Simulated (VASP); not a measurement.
# Si3N4 in VASP: a series of runs, part 2 of 2

VASP 6.6.1. Earlier steps stand in the parts before.

## 4. Single point, PBE (z stretched by -1 %, then relaxed in part)

INCAR reads:

```
SYSTEM = Si3N4
PREC = Accurate
ENCUT = 520
EDIFF = 1E-6
ISMEAR = -1
SIGMA = 0.02
LREAL = .False.
LASPH = .True.
NELM = 100
ALGO = Normal
ISIF = 2
LWAVE = .False.
LCHARG = .False.
GGA = PE
NBANDS = 45
```

KPOINTS reads:

```
Automatic mesh
0
Gamma
  6 6 6
  0 0 0
```

POSCAR reads:

```
Si3N4
1.0
   -3.2373500000      3.2373500000      3.2049765000
    3.2373500000     -3.2373500000      3.2049765000
    3.2373500000      3.2373500000     -3.2049765000
Si N
6 8
Direct
    0.2500000000      0.1245796095      0.8745796095
    0.8754203905      0.2500000000      0.1254203905
    0.7500000000      0.3754203905      0.6254203905
    0.6245796095      0.7500000000      0.3745796095
    0.1250000000      0.8750000000      0.2500000000
    0.3750000000      0.6250000000      0.7500000000
    0.5613156431      0.5607318069      0.5615335205
    0.4392681931      0.5008017136      0.0005838362
    0.4991982864     -0.0002178774      0.9384664795
    0.0002178774      0.4386843569      0.4994161638
    0.9386843569      0.5002178774     -0.0005838362
    0.0607318069      0.0613156431      0.0615335205
    0.0008017136      0.9392681931      0.5005838362
    0.4997821226     -0.0008017136      0.4384664795
```

Potentials or basis: VASP PAW PBE potentials, release 64 (Si, N).

Run with:

```console
> cat potpaw_PBE.64/Si/POTCAR potpaw_PBE.64/N/POTCAR > POTCAR
> mpirun -np 1 vasp_std > vasp.out
```

OUTCAR:

```text
SYSTEM = Si3N4
   PREC = Accurate
   ENCUT = 520
   EDIFF = 1E-6
   ISMEAR = -1
   LREAL = .False.
   LASPH = .True.
   NELM = 100
   ISIF = 2
   GGA = PE

 ion  position               nearest neighbor table
   1  0.250  0.125  0.875-   8 1.75  12 1.75   9 1.75  13 1.75   6 3.01   5 3.01   2 3.02   4 3.02
                             2 3.02   4 3.02   5 3.02   6 3.02
   2  0.875  0.250  0.125-   9 1.75  11 1.75  10 1.75  12 1.75   6 3.01   5 3.01   3 3.02   3 3.02
                             1 3.02   1 3.02   5 3.02   6 3.02
   3  0.750  0.375  0.625-  10 1.75  14 1.75  11 1.75   7 1.75   5 3.01   6 3.01   4 3.02   2 3.02
                             4 3.02   2 3.02   6 3.02   5 3.02
   4  0.625  0.750  0.375-   7 1.75  13 1.75   8 1.75  14 1.75   5 3.01   6 3.01   3 3.02   1 3.02
                             3 3.02   1 3.02   6 3.02   5 3.02
   5  0.125  0.875  0.250-  11 1.75  12 1.75  13 1.75  14 1.75   3 3.01   1 3.01   2 3.01   4 3.01
                             2 3.02   3 3.02   4 3.02   1 3.02
[... 1360 lines left out ...]
------------------------ aborting loop because EDIFF is reached ----------------------------------------

  FORCE on cell =-STRESS in cart. coord.  units (eV):
  Direction    XX          YY          ZZ          XY          YZ          ZX
  --------------------------------------------------------------------------------------
  -------------------------------------------------------------------------------------
  Total        2.9970865      2.9970865      4.4998568      0.0000000      0.0000000      0.0000000
  in kB       35.7392725     35.7392725     53.6593156      0.0000000      0.0000000      0.0000000
  external PRESSURE =      41.7126202 kB  Pullay stress =       0.0000000 kB

 VOLUME and BASIS-vectors are now :
 -----------------------------------------------------------------------------
  energy-cutoff  :      520.00
  volume of cell :      134.36
      direct lattice vectors                 reciprocal lattice vectors
    -3.237350000  3.237350000  3.204976500     0.000000000  0.154447310  0.156007384
     3.237350000 -3.237350000  3.204976500     0.154447310  0.000000000  0.156007384
     3.237350000  3.237350000 -3.204976500     0.154447310  0.154447310  0.000000000

 POSITION                                       TOTAL-FORCE (eV/Angst)
 -----------------------------------------------------------------------------------
      2.42529      3.23735     -1.60249        -0.008833      0.000000     -0.000000
     -1.61868      2.43073      3.20498        -0.000000      0.008833      0.000000
      0.81206      3.23735      1.60249         0.008833      0.000000      0.000000
      1.61868      0.80662      3.20498        -0.000000     -0.008833     -0.000000
      3.23735     -1.61868      2.40373        -0.000000      0.000000      0.000000
      3.23735      1.61868      0.80124        -0.000000      0.000000      0.000000
      1.81599      1.81977      1.79643         0.011285      0.004065     -0.001448
      0.20110     -0.19732      3.01103         0.004065     -0.011285      0.001448
      4.65871      1.41758      1.79643        -0.011285     -0.004065     -0.001448
      3.03625      0.19732     -0.19395        -0.004065      0.011285      0.001448
      1.81599      4.65493      1.40854         0.011285     -0.004065      0.001448
      0.20110      0.19732      0.19395         0.004065      0.011285     -0.001448
      4.65871     -1.41758      1.40854        -0.011285      0.004065      0.001448
      3.03625     -0.19732      3.39892        -0.004065     -0.011285     -0.001448
 -----------------------------------------------------------------------------------
    total drift:                                0.000000      0.000000      0.000000

  FREE ENERGIE OF THE ION-ELECTRON SYSTEM (eV)
  ---------------------------------------------------
  free  energy   TOTEN  =      -113.1162455069 eV

  energy  without entropy=     -113.1162455069  energy(sigma->0) =     -113.11624551
```

Run time: 2.6 min. Hardware: 1 thread of Intel Xeon Platinum 8375C at 2.90GHz (Ice Lake), shared host; peak memory 0.32 GiB.

Results:

| Quantity | Value |
| --- | --- |
| Free energy | -113.1162 eV |
| Pressure | 4.2 GPa |
| Largest force | 0.012 eV/Å |
| Band gap on the k mesh | 4.11 eV, indirect (least direct gap 4.26 eV) |

Forces on the atoms (eV/Å):
```
Si  -0.009  0.000  0.000
Si   0.000  0.009  0.000
Si   0.009  0.000  0.000
Si   0.000 -0.009  0.000
Si   0.000  0.000  0.000
Si   0.000  0.000  0.000
N    0.011  0.004 -0.001
N    0.004 -0.011  0.001
N   -0.011 -0.004 -0.001
N   -0.004  0.011  0.001
N    0.011 -0.004  0.001
N    0.004  0.011 -0.001
N   -0.011  0.004  0.001
N   -0.004 -0.011 -0.001
```

Stress tensor (GPa, compression positive):
```
3.57 0.00 0.00
0.00 3.57 0.00
0.00 0.00 5.37
```

Caveat: the cell differs from its parent crystal (z stretched by -1 %, then relaxed in part). A k mesh can miss the band edges.

## 5. Overview

```csv
cell,gap on the mesh (eV),pressure (GPa),largest force (eV/Å)
"a = 5.493 Å, angles 109.5°, 14 atoms",4.21,19.3,0.01
"a = 5.570 Å, angles 108.9, 108.9, 110.6°, 14 atoms",4.10,6.9,0.01
"a = 5.589 Å, angles 109.2, 109.2, 110.0°, 14 atoms",4.11,4.2,0.01
```

Alike in all rows: task single point; level PBE; potentials or basis VASP PAW PBE potentials, release 64 (Si, N); no spin polarisation; k mesh 6 × 6 × 6; cutoff (eV) 520; smearing fermi-dirac 0.02 eV.

Total energies depend on the potentials used, so only differences within one code and one set of settings carry meaning.
